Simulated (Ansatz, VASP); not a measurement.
**Two plane-wave programs on Ni2Cl**

```xyz
3
Lattice="2.8879 0.0000 0.0000 -1.4440 2.5010 0.0000 0.0000 0.0000 9.8111" Properties=species:S:1:pos:R:3 pbc="T T T"
Ni    1.4440    0.8337    8.0707
Ni    0.0000    1.6673    1.7405
Cl    0.0000    0.0000    0.0000
```

Change from the starting cell: species swapped into the CoCl2 type (P-3m1, No. 164).

Alike in both runs: functional PBE; k mesh 6 × 6 × 2; occupations gaussian, width 0.1 eV; collinear spin.

Ansatz relaxed the structure, and its values are those at the end. VASP's run is a single point on that final structure, the one shown.

|  | VASP | Ansatz |
| --- | --- | --- |
| version | VASP 6.6.1 | Ansatz 0.2.0 |
| potentials or method | VASP PAW PBE potentials, release 64 (Ni, Cl), cutoff 520 eV | scalar-relativistic, plane waves, PAW |
| valence electrons in the cell | 27 | 43 |

VASP gave:

- gap on the k mesh at the Fermi level (eV): none
- pressure (GPa): 0.0
- rms of the force components (eV/Å): 0.001
- net moment per atom (μB): 0.48
- size of the moment on the site where the two differ most (μB): 0.69

Task: Which values does Ansatz return?

Result: gap on the k mesh at the Fermi level (eV): none; pressure (GPa): -0.1; rms of the force components (eV/Å): 0.006; net moment per atom (μB): 0.48; size of the moment on the site where the two differ most (μB): 0.71.

Site moments also hang on the region over which each program counts them. A gap of «none» marks a metal or a gap that the smearing closes. VASP's potentials hold 27 valence electrons a cell and Ansatz's 43, so a difference there can come from the potentials and not from the codes. Ansatz's warnings: seeded moment not kept.

The k mesh is coarse, so the values compare programs but aren't converged.
